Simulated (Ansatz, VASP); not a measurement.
**Rh: VASP beside Ansatz**

INCAR

```
  PREC = Accurate
  ENCUT = 520
  EDIFF = 1E-6
  ISMEAR = -1
  SIGMA = 0.15
  LREAL = F
  LASPH = T
  NELM = 80
  ALGO = Normal
  ISIF = 2
  LWAVE = F
  LCHARG = F
  GGA = CA
  NBANDS = 22
```

File KPOINTS:

```
regular mesh
0
Gamma
  14 14 8
```

File POSCAR:

```
Rh
1.0
    2.7309790000      0.0000000000      0.0000000000
   -1.3654900000      2.3650970000      0.0000000000
    0.0000000000      0.0000000000      4.4284890000
Rh
2
Direct
    0.6455258770      0.2910517694      0.7500000000
    0.3333333333      0.6666666667      0.2500000000
```

Input for Ansatz:

```yaml
crystal:
  lattice:
    - [2.730979, 0.0, 0.0]
    - [-1.36549, 2.365097, 0.0]
    - [0.0, 0.0, 4.428489]
  atoms:
    - { symbol: Rh, position: [0.6455258769618669, 0.29105176940593414, 0.75] }
    - { symbol: Rh, position: [0.3333333333333333, 0.6666666666666666, 0.25] }
basis:
  ecutwfc: 510.0
kpoints:
  mp_grid:
    grid: [14, 14, 8]
hamiltonian:
  xc: lda
scf:
  occupations:
    method: fermi_dirac
    width: 0.15
output:
  forces: true
```

Alike in both runs: task single point; functional LDA; k mesh 14 × 14 × 8; occupations fermi-dirac, width 0.15 eV; no spin polarisation.

```csv
,VASP,Ansatz
version,VASP 6.6.1,Ansatz 0.2.0
potentials or method,"VASP PAW LDA potentials, release 64 (Rh_pv), cutoff 520 eV","plane waves, PAW"
valence electrons in the cell,30,34
```

Ansatz gave:

| Property | Result |
| --- | --- |
| rms of the force components (eV/Å) | 0.201 |

**Question.** Which values does VASP return?

**Answer.** rms of the force components (eV/Å): 0.203.

LDA's correlation is that of Perdew and Zunger in VASP and of Perdew and Wang (1992) in Ansatz. Atom by atom the forces differ by 0.001 eV/Å (rms over components). VASP's potentials hold 30 valence electrons a cell and Ansatz's 34, so a difference there can come from the potentials and not from the codes.
